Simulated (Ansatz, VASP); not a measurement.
# Two plane-wave programs on Mg3NbO2

INCAR

```
ALGO = Normal ; EDIFF = 1E-7
EDIFFG = -0.04 ; ENCUT = 750
GGA = PE ; GGA_COMPAT = False
IBRION = 2 ; ISIF = 3
ISMEAR = 0 ; LASPH = True
LCHARG = False ; LREAL = False
LWAVE = False ; NELM = 120
NELMIN = 4 ; NSW = 90
PREC = Accurate ; SIGMA = 0.1
```

File KPOINTS:

```
k-points
0
Gamma
  6 6 4
```

File POSCAR:

```
Mg3NbO2
1.0
    4.7412716900      0.0000000000      0.0000000000
   -2.3706358500      4.1060617300      0.0000000000
    0.0000000000      0.0000000000      4.2129304000
Mg Nb O
3 1 2
Direct
    0.5197700900      0.4802299100      0.5000000000
    0.5197700900      0.0395401900      0.5000000000
    0.9604598100      0.4802299100      0.5000000000
    0.3333333300      0.6666666700      0.0000000000
    0.3333333300      0.6666666700      0.5000000000
    0.0000000000      0.0000000000      0.0000000000
```

Input for Ansatz:

```yaml
crystal:
  lattice:
    - [4.74127169, 0.0, 0.0]
    - [-2.37063585, 4.10606173, 0.0]
    - [0.0, 0.0, 4.2129304]
  atoms:
    - { symbol: Mg, position: [0.51977009, 0.48022991, 0.5] }
    - { symbol: Mg, position: [0.51977009, 0.03954019, 0.5] }
    - { symbol: Mg, position: [0.96045981, 0.48022991, 0.5] }
    - { symbol: Nb, position: [0.33333333, 0.66666667, 0.0] }
    - { symbol: O, position: [0.33333333, 0.66666667, 0.5] }
    - { symbol: O, position: [0.0, 0.0, 0.0] }
basis:
  ecutwfc: 420
kpoints:
  mp_grid: { grid: [6, 6, 4] }
hamiltonian:
  xc: pbe
scf:
  occupations: { method: gaussian, width: 0.1 }
  lower_state_search: "off"
output:
  forces: true
  stress: true
  eigenvalues: true
relax:
  adjacent_minimum: "off"
  f_tol: 0.04
  max_steps: 70
  cell: { stress_tol: 0.4 }
```

Alike in both runs: task relaxation of cell and atoms; functional PBE; k mesh 6 × 6 × 4; occupations gaussian, width 0.1 eV; no spin polarisation.

```csv
,VASP,Ansatz
version,VASP 6.6.1,Ansatz 0.2.0
potentials or method,"VASP PAW PBE potentials, release 64 (Mg_sv, Nb_sv, O), cutoff 750 eV","scalar-relativistic, plane waves, PAW"
valence electrons in the cell,55,55
```

```tsv
	VASP	Ansatz	Ansatz less VASP
gap on the k mesh at the Fermi level, each at its own relaxed structure (eV)	none	none	-
relaxed volume (Å³/atom)	21.75	23.59	+1.834
relaxed length of the cell vector where the two differ most in proportion (Å)	6.105	6.403	+0.2976
```

A gap of «none» marks a metal or a gap that the smearing closes. One of these differences is far larger than is usual between the two programs; its cause wasn't traced.

The k mesh is coarse, so the values compare programs but aren't converged. Noted on VASP's run: the volume moved by over 15 % at a fixed basis, so the end points are rough.
